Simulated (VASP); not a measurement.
# Y (Fm-3m) in VASP: a series of runs

The runs below take Y through single point, relaxation of cell and atoms, with PBE.

Program: VASP 6.6.1. These are calculated values, not measurements. Logs are shortened: lines on timing, memory, paths and dates and some standing lists are left out, and cuts for length are marked.

## 1. The cell of the first run

It takes space group Fm-3m (No. 225, cubic). The conventional cell has a = 5.064 Å, b = 5.064 Å, c = 5.064 Å, α = 90.00°, β = 90.00°, γ = 90.00°. Within 4.7 Å of Y (site symmetry m-3m) lie 12 Y at 3.58 Å.

This isn't the form of Y at room conditions, which is hcp.

## 2. Single point, PBE

Input file INCAR:

```
  ALGO = Normal
  EDIFF = 1E-7
  ENCUT = 520
  GGA = PE
  ISIF = 2
  ISMEAR = -1
  LASPH = T
  LCHARG = F
  LREAL = F
  LWAVE = F
  NBANDS = 12
  NELM = 100
  PREC = Accurate
  SIGMA = 0.05
```

Input file KPOINTS:

```
k-points
0
Gamma
  14 14 14
```

Input file POSCAR:

```
Y
1.0
    0.0000000000      2.5319491394      2.5319491394
    2.5319491394      0.0000000000      2.5319491394
    2.5319491394      2.5319491394      0.0000000000
Y
1
Direct
    0.0000000000      0.0000000000      0.0000000000
```

Potentials or basis: VASP PAW PBE potentials, release 64 (Y_sv).

Started as:

```sh
> cat potpaw_PBE.64/Y_sv/POTCAR > POTCAR
> mpirun -np 1 vasp_std > vasp.out
```

OUTCAR:

```text
EDIFF = 1E-7
   ENCUT = 520
   GGA = PE
   ISIF = 2
   ISMEAR = -1
   LASPH = T
   LREAL = F
   NELM = 100
   PREC = Accurate

 ion  position               nearest neighbor table
   1  0.000  0.000  0.000-

  LATTYP: Found a face centered cubic cell.
 ALAT       =     5.0638982788

  Lattice vectors:

 A1 = (   0.0000000000,   2.5319491394,   2.5319491394)
 A2 = (   2.5319491394,   0.0000000000,   2.5319491394)
 A3 = (   2.5319491394,   2.5319491394,   0.0000000000)

Analysis of symmetry for initial positions (statically):
=====================================================================
 Subroutine PRICEL returns:
 Original cell was already a primitive cell.

 Routine SETGRP: Setting up the symmetry group for a
 face centered cubic supercell.

 Subroutine GETGRP returns: Found 48 space group operations
 (whereof 48 operations were pure point group operations)
 out of a pool of 48 trial point group operations.

The static configuration has the point symmetry O_h .

Analysis of symmetry for dynamics (positions and initial velocities):
=====================================================================
 Subroutine PRICEL returns:
 Original cell was already a primitive cell.

 Routine SETGRP: Setting up the symmetry group for a
 face centered cubic supercell.

 Subroutine GETGRP returns: Found 48 space group operations
 (whereof 48 operations were pure point group operations)
 out of a pool of 48 trial point group operations.

The dynamic configuration has the point symmetry O_h .

 Subroutine INISYM returns: Found 48 space group operations
 (whereof 48 operations are pure point group operations),
 and found     1 'primitive' translations

----------------------------------------------------------------------------------------

                                     Primitive cell

  volume of cell :      32.4635

  direct lattice vectors                    reciprocal lattice vectors
     0.000000000  2.531949139  2.531949139    -0.197476321  0.197476321  0.197476321
     2.531949139  0.000000000  2.531949139     0.197476321 -0.197476321  0.197476321
     2.531949139  2.531949139  0.000000000     0.197476321  0.197476321 -0.197476321

  length of vectors
     3.580716812  3.580716812  3.580716812     0.342039021  0.342039021  0.342039021

  position of ions in fractional coordinates (direct lattice)
     0.000000000  0.000000000  0.000000000

  ion indices of the primitive-cell ions
   primitive index   ion index
[... 79 lines left out ...]
   ISIF   =      2    stress and relaxation
   ISYM   =      2    0-nonsym 1-usesym 2-fastsym
   POTIM  = 0.5000    time-step for ionic-motion
   TEBEG  =    0.0;   TEEND  =   0.0 temperature during run
   PSTRESS=    0.0 pullay stress
   NELECT =      11.0000    total number of electrons
   NUPDOWN=      -1.0000    fix difference up-down
   EMIN   =  10.00;   EMAX   =-10.00  energy-range for DOS
   EFERMI =   0.00;   METHOD = LEGACY
   ISMEAR =    -1;   SIGMA  =   0.05  broadening in eV -4-tet -1-fermi 0-gaus
   EFERMI_NEDOS =   21; number of points for ismear=-14 and -15
   IALGO  =     38    algorithm
   IMIX   =      4    mixing-type and parameters
     AMIX     =   0.40;   BMIX     =  1.00
     AMIX_MAG =   1.60;   BMIX_MAG =  1.00
  volume/ion in A,a.u.               =      32.46       219.07
  Fermi-wavevector in a.u.,A,eV,Ry     =   1.141320  2.156782 17.723102  1.302611
  Thomas-Fermi vector in A             =   2.278020
   LORBIT       =      0    0 simple, 1 ext, 2 COOP (PROOUT), +10 PAW based schemes
   GGA     = PE    functional components
   LHFCALC =     F    Hartree Fock is set to
   AEXX    =    0.0000 exact exchange contribution
   IVDW    =     0    specifies the selected vdW correction
   LEPSILON=     F    determine dielectric tensor
   LRPA    =     F    only Hartree local field effects (RPA)
 non-spin polarized calculation
  energy-cutoff  :      520.00
  volume of cell :       32.46
 maximum number of plane-waves:       895
   NGX = 13   NGY = 13   NGZ = 13

 number of electron      11.0000000 magnetization

 Free energy of the ion-electron system (eV)
  ---------------------------------------------------
  ext. energy  EPLUGINS =         0.00000000
  ---------------------------------------------------
  free energy    TOTEN  =        -6.41365672 eV

  energy without entropy =       -6.40015864  energy(sigma->0) =       -6.40690768

 E-fermi :   3.1201     XC(G=0):  -9.4692

 val. band max:        3.1190532376   @ k =  -0.3571   0.4286   0.2143
 cond. band min:       3.1269446714   @ k =   0.5000   0.2857   0.1429
 fundamental gap:      0.0078914338
 Fermi energy:         3.1200874990

 k-point     1 :       0.0000    0.0000    0.0000
  band No.  band energies     occupation
      1     -39.5653      2.00000
      2     -19.2613      2.00000
      3     -19.2613      2.00000
      4     -19.2613      2.00000
      5      -1.6505      2.00000
      6       4.8999      0.00000
      7       4.8999      0.00000
      8       4.8999      0.00000
      9       6.9117      0.00000
     10       6.9117      0.00000
     11      12.0854      0.00000
     12      15.3632      0.00000
[... 331 lines left out ...]
 k-point    24 :       0.2857    0.1429    0.0000
  band No.  band energies     occupation
      1     -39.5263      2.00000
      2     -19.5502      2.00000
      3     -19.3383      2.00000
      4     -19.3326      2.00000
      5      -0.0048      2.00000
      6       3.5609      0.00030
      7       4.9052      0.00000
      8       5.5350      0.00000
      9       6.3195      0.00000
     10       7.5085      0.00000
     11      13.1908      0.00000
     12      14.9842      0.00000

 [... further k-points ...]

------------------------ aborting loop because EDIFF is reached ----------------------------------------

  FORCE on cell =-STRESS in cart. coord.  units (eV):
  Direction    XX          YY          ZZ          XY          YZ          ZX
  --------------------------------------------------------------------------------------
  -------------------------------------------------------------------------------------
  Total       -0.0221107     -0.0221107     -0.0221107     -0.0000000      0.0000000     -0.0000000
  in kB       -1.0912353     -1.0912353     -1.0912353     -0.0000000      0.0000000     -0.0000000
  external PRESSURE =      -1.0912353 kB  Pullay stress =       0.0000000 kB

 VOLUME and BASIS-vectors are now :
 -----------------------------------------------------------------------------
  energy-cutoff  :      520.00
  volume of cell :       32.46
      direct lattice vectors                 reciprocal lattice vectors
     0.000000000  2.531949139  2.531949139    -0.197476321  0.197476321  0.197476321
     2.531949139  0.000000000  2.531949139     0.197476321 -0.197476321  0.197476321
     2.531949139  2.531949139  0.000000000     0.197476321  0.197476321 -0.197476321

 POSITION                                       TOTAL-FORCE (eV/Angst)
 -----------------------------------------------------------------------------------
      0.00000      0.00000      0.00000        -0.000000      0.000000     -0.000000
 -----------------------------------------------------------------------------------
    total drift:                               -0.000000     -0.000000     -0.000000

  FREE ENERGIE OF THE ION-ELECTRON SYSTEM (eV)
  ---------------------------------------------------
  free  energy   TOTEN  =        -6.4136567178 eV

  energy  without entropy=       -6.4001586449  energy(sigma->0) =       -6.40690768
```

OSZICAR:

```text
N       E                     dE             d eps       ncg     rms          rms(c)
DAV:   1     0.251191255754E+02    0.25119E+02   -0.54956E+03  2496   0.825E+02
DAV:   2    -0.520806018490E+01   -0.30327E+02   -0.29511E+02  3012   0.166E+02
DAV:   3    -0.656561151460E+01   -0.13576E+01   -0.13336E+01  3580   0.226E+01
DAV:   4    -0.659850298197E+01   -0.32891E-01   -0.32878E-01  2784   0.344E+00
DAV:   5    -0.659919964646E+01   -0.69666E-03   -0.69665E-03  3276   0.388E-01    0.222E+01
DAV:   6    -0.644286513960E+01    0.15633E+00   -0.19238E-01  2672   0.292E+00    0.136E+01
DAV:   7    -0.641755850046E+01    0.25307E-01   -0.28378E-01  2948   0.355E+00    0.116E+00
DAV:   8    -0.641381457054E+01    0.37439E-02   -0.37061E-02  2896   0.147E+00    0.186E-01
DAV:   9    -0.641368951533E+01    0.12506E-03   -0.73445E-04  3072   0.225E-01    0.904E-02
DAV:  10    -0.641365588809E+01    0.33627E-04   -0.16055E-04  2856   0.108E-01    0.312E-02
DAV:  11    -0.641365805505E+01   -0.21670E-05   -0.18395E-05  2852   0.344E-02    0.184E-02
DAV:  12    -0.641365707161E+01    0.98344E-06   -0.14555E-06  2824   0.106E-02    0.706E-03
DAV:  13    -0.641365673443E+01    0.33718E-06   -0.31300E-07  3000   0.395E-03    0.456E-04
DAV:  14    -0.641365671781E+01    0.16616E-07   -0.12040E-08  1484   0.798E-04
   1 F= -.64136567E+01 E0= -.64069077E+01  d E =-.134981E-01
```

stdout:

```text
POSCAR found type information on POSCAR Y
 POSCAR found :  1 types and       1 ions
 scaLAPACK will be used
 LDA part: xc-table for (Slater+PW92), standard interpolation
 POSCAR, INCAR and KPOINTS ok, starting setup
 FFT: planning ... GRIDC
 FFT: planning ... GRID_SOFT
 FFT: planning ... GRID
 WAVECAR not read
 entering main loop
```

Run time: 57 s. Hardware: 1 thread of Intel Xeon 8259CL, shared host; peak memory 0.2 GiB.

Results:

```
Free energy            : -6.4137 eV
Pressure               : -0.1 GPa
Band gap on the k mesh : zero (an odd number of electrons rules out a gap without spin polarisation)
```

## 3. Single point, PBE

This run uses another cell than the first one, of 32.36 Å³/atom.

Input file INCAR:

```
PREC = Accurate
ENCUT = 520
EDIFF = 1E-6
ISMEAR = -1
SIGMA = 0.05
LREAL = False
LASPH = True
NELM = 60
ALGO = Normal
ISIF = 2
LWAVE = False
LCHARG = False
GGA = PE
NBANDS = 12
```

Input file KPOINTS:

```
Automatic mesh
0
Gamma
  14 14 14
```

Input file POSCAR:

```
Y
1.0
    0.0000000000      2.5292598575      2.5292598575
    2.5292598575      0.0000000000      2.5292598575
    2.5292598575      2.5292598575      0.0000000000
Y
1
Direct
    0.0000000000      0.0000000000      0.0000000000
```

Potentials or basis: VASP PAW PBE potentials, release 64 (Y_sv).

Started as:

```sh
> cat potpaw_PBE.64/Y_sv/POTCAR > POTCAR
> mpirun -np 1 vasp_std > vasp.out
```

Wall time 63 s (1 thread of Intel Xeon 8259CL, shared host); peak memory 0.2 GiB.

The run converged. Its results:

| Quantity | Value |
| --- | --- |
| Free energy | -6.4137 eV |
| Pressure | 0.0 GPa |
| Band gap on the k mesh | zero (an odd number of electrons rules out a gap without spin polarisation) |

Levels at points of the mesh, in eV from the Fermi level:
```
           k point  band 2  band 3  band 4  band 5  band 6  band 7  band 8  band 9
(0.00, 0.00, 0.00)  -22.37  -22.37  -22.37   -4.78    1.78    1.78    1.78    3.80
(0.50, 0.00, 0.00)  -22.95  -22.45  -22.45   -1.99    0.62    1.62    1.62    5.26
(0.50, 0.50, 0.00)  -22.91  -22.58  -22.58   -1.77   -0.89    2.09    5.27    5.68
```

## 4. Relaxation of cell and atoms, PBE

Input file INCAR:

```
ALGO = Normal
EDIFF = 1E-7
EDIFFG = -0.005
ENCUT = 600
GGA = PE
IBRION = 2
ISIF = 3
ISMEAR = -1
LASPH = True
LCHARG = False
LREAL = False
LWAVE = False
NELM = 100
NSW = 45
PREC = Accurate
SIGMA = 0.05
```

Input file KPOINTS:

```
k-points
0
Gamma
  14 14 14
```

Input file POSCAR:

```
Y
1.0
    0.0000000000      2.5319491394      2.5319491394
    2.5319491394      0.0000000000      2.5319491394
    2.5319491394      2.5319491394      0.0000000000
Y
1
Direct
    0.0000000000      0.0000000000      0.0000000000
```

Started as:

```sh
> cat potpaw_PBE.64/Y_sv/POTCAR > POTCAR
> mpirun -np 1 vasp_std > vasp.out
```

Run time: 1.8 min. Hardware: 1 thread of Intel Xeon 8259CL, shared host; peak memory 0.22 GiB.

Results (log left out):

| Item | Value |
| --- | --- |
| Free energy | -6.4137 eV |
| Relaxed volume | 32.35 Å³/atom |
| Relaxed cell | a = 3.577 Å, b = 3.577 Å, c = 3.577 Å, α = 60.00°, β = 60.00°, γ = 60.00° |
| Space group after relaxing (to 0.1 Å) | Fm-3m (No. 225) |
| Energy gained by relaxing | 0.0 meV/atom |
| Ionic steps | 2 |
| Pressure after relaxing | 0.0 GPa |
| Band gap on the k mesh | zero (an odd number of electrons rules out a gap without spin polarisation) |

Final structure:
```
Y
1.0
     0.00000    2.52910    2.52910
     2.52910    0.00000    2.52910
     2.52910    2.52910    0.00000
Y
1
Direct
  0.00000 0.00000 0.00000
```

Levels at points of the mesh, in eV from the Fermi level:
| k point | band 1 | band 2 | band 3 | band 4 | band 5 | band 6 | band 7 | band 8 | band 9 |
| --- | --- | --- | --- | --- | --- | --- | --- | --- | --- |
| (0.00, 0.00, 0.00) | -42.68 | -22.37 | -22.37 | -22.37 | -4.78 | 1.78 | 1.78 | 1.78 | 3.80 |
| (0.50, 0.00, 0.00) | -42.61 | -22.95 | -22.45 | -22.45 | -1.99 | 0.62 | 1.62 | 1.62 | 5.26 |
| (0.50, 0.50, 0.00) | -42.59 | -22.91 | -22.58 | -22.58 | -1.77 | -0.89 | 2.09 | 5.28 | 5.68 |

## 5. Relaxation of cell and atoms, PBE

This run uses another cell than the first one, of 32.94 Å³/atom.

Input file INCAR:

```
SYSTEM = Y
ALGO = Normal
EDIFF = 1E-7
EDIFFG = -0.005
ENCUT = 600
GGA = PE
IBRION = 2
ISIF = 3
ISMEAR = -1
LASPH = .True.
LCHARG = .False.
LREAL = .False.
LWAVE = .False.
NELM = 60
NSW = 60
PREC = Accurate
SIGMA = 0.05
```

Input file KPOINTS:

```
k-points
0
Gamma
  14 14 14
  0 0 0
```

Input file POSCAR:

```
Y
1.0
    0.0000000000      2.5442778266      2.5442778266
    2.5442778266      0.0000000000      2.5442778266
    2.5442778266      2.5442778266      0.0000000000
Y
1
Direct
    0.0000000000      0.0000000000      0.0000000000
```

Started as:

```sh
> cat potpaw_PBE.64/Y_sv/POTCAR > POTCAR
> mpirun -np 1 vasp_std > vasp.out
```

It took 3.1 min on 1 thread of Intel Xeon 8259CL, shared host; peak memory 0.23 GiB.

It converged, with:

```yaml
Free_energy: -6.4137 eV
Relaxed_volume: 32.37 Å³/atom
Relaxed_cell: a = 3.577 Å, b = 3.577 Å, c = 3.577 Å, α = 60.00°, β = 60.00°, γ = 60.00°
Space_group_after_relaxing_to_0.1_Å: Fm-3m (No. 225)
Energy_gained_by_relaxing: 1.2 meV/atom
Ionic_steps: 3
Pressure_after_relaxing: 0.0 GPa
Band_gap_on_the_k_mesh: zero (an odd number of electrons rules out a gap without spin polarisation)
```

The path:
```
step  energy change (eV)  largest force (eV/Å)  pressure (GPa)  volume (Å³)
   1              0.0000                0.0000           -0.67        32.94
   2             -0.0012                0.0000            0.10        32.29
   3             -0.0012                0.0000            0.00        32.37
```

Final structure:
```yaml
crystal:
  lattice:
    - [0.00000, 2.52953, 2.52953]
    - [2.52953, 0.00000, 2.52953]
    - [2.52953, 2.52953, 0.00000]
  atoms:
    - { symbol: Y, position: [0.00000, 0.00000, 0.00000] }
```

Levels at points of the mesh, in eV from the Fermi level:
```csv
k point,band 3,band 4,band 5,band 6,band 7,band 8
"(0.00, 0.00, 0.00)",-22.37,-22.37,-4.78,1.78,1.78,1.78
"(0.50, 0.00, 0.00)",-22.45,-22.45,-1.99,0.62,1.62,1.62
"(0.50, 0.50, 0.00)",-22.58,-22.58,-1.77,-0.89,2.09,5.27
```

## 6. Summary

```csv
task,cell,cutoff (eV),gap on the mesh (eV),pressure (GPa),relaxed volume (Å³/atom)
single point,"a = 3.581 Å, angles 60.0°, 1 atom",520,none,-0.1,-
single point,"a = 3.577 Å, angles 60.0°, 1 atom",520,none,0.0,-
relaxation of cell and atoms,"relaxed from a = 3.581 Å, angles 60.0°, 1 atom",600,none,0.0,32.35
relaxation of cell and atoms,"relaxed from a = 3.598 Å, angles 60.0°, 1 atom",600,none,0.0,32.37
```

Alike in all rows: level PBE; potentials or basis VASP PAW PBE potentials, release 64 (Y_sv); no spin polarisation; k mesh 14 × 14 × 14; smearing fermi-dirac 0.05 eV.

Total energies depend on the potentials used, so only differences within one code and one set of settings carry meaning.
